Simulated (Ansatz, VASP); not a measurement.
One calculation of CoPd2O2, two programs

```
Pd O Co
1.0
     2.84500    0.00000    0.00000
    -1.42250    2.46384    0.00000
     0.00000    0.00000   20.96000
Pd O Co
2 2 1
Direct
  0.66667 0.33333 0.35782
  0.33333 0.66667 0.64218
  0.66667 0.33333 0.45349
  0.33333 0.66667 0.54651
  0.00000 0.00000 0.50000
```

Alike in both runs: task single point; functional PBEsol; k mesh 11 × 11 × 1; occupations fermi-dirac, width 0.05 eV; collinear spin.

|  | VASP | Ansatz |
| --- | --- | --- |
| version | VASP 6.6.1 | Ansatz 0.2.0 |
| potentials or method | VASP PAW PBE potentials, release 64 (Pd, O, Co), cutoff 520 eV | all-electron LAPW, scalar-relativistic |

|  | VASP | Ansatz | Ansatz less VASP |
| --- | --- | --- | --- |
| gap on the k mesh at the Fermi level (eV) | none | none | - |
| rms of the force components (eV/Å) | 0.231 | 0.248 | +0.0165 |
| net moment per atom (μB) | 0.25 | 0.26 | +0.004 |
| size of the moment on the site where the two differ most (μB) | 0.39 | 0.38 | -0.012 |

VASP's potentials were made for PBE, not for PBEsol. Site moments also hang on the region over which each program counts them. A gap of «none» marks a metal or a gap that the smearing closes. Ansatz ran all-electron here, and VASP with PAW potentials.
